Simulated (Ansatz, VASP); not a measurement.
# MgO3: VASP beside Ansatz

```xyz
4
Lattice="3.3853 0.0000 0.0000 0.0000 3.3853 0.0000 0.0000 0.0000 3.3853" Properties=species:S:1:pos:R:3 pbc="T T T"
Mg    0.0000    0.0000    0.0000
O     0.0000    1.6927    1.6927
O     1.6927    0.0000    1.6927
O     1.6927    1.6927    0.0000
```

Alike in both runs: functional PBE; k mesh 6 × 6 × 6; occupations gaussian, width 0.1 eV; collinear spin.

Ansatz relaxed the structure, and its values are those at the end. VASP's run is a single point on that final structure, the one shown.

|  | VASP | Ansatz |
| --- | --- | --- |
| version | VASP 6.6.1 | Ansatz 0.2.0 |
| potentials or method | VASP PAW PBE potentials, release 64 (Mg, O), cutoff 520 eV | scalar-relativistic, plane waves, PAW |
| valence electrons in the cell | 20 | 28 |

Ansatz gave:

```
gap on the k mesh at the Fermi level (eV)                     : none
pressure (GPa)                                                : -0.3
net moment per atom (μB)                                      : 1.00
size of the moment on the site where the two differ most (μB) : 1.32
```

Q: Which values does VASP return?

A: gap on the k mesh at the Fermi level (eV): none; pressure (GPa): -0.9; net moment per atom (μB): 1.00; size of the moment on the site where the two differ most (μB): 1.17.

Site moments also hang on the region over which each program counts them. A gap of «none» marks a metal or a gap that the smearing closes. VASP's potentials hold 20 valence electrons a cell and Ansatz's 28, so a difference there can come from the potentials and not from the codes.
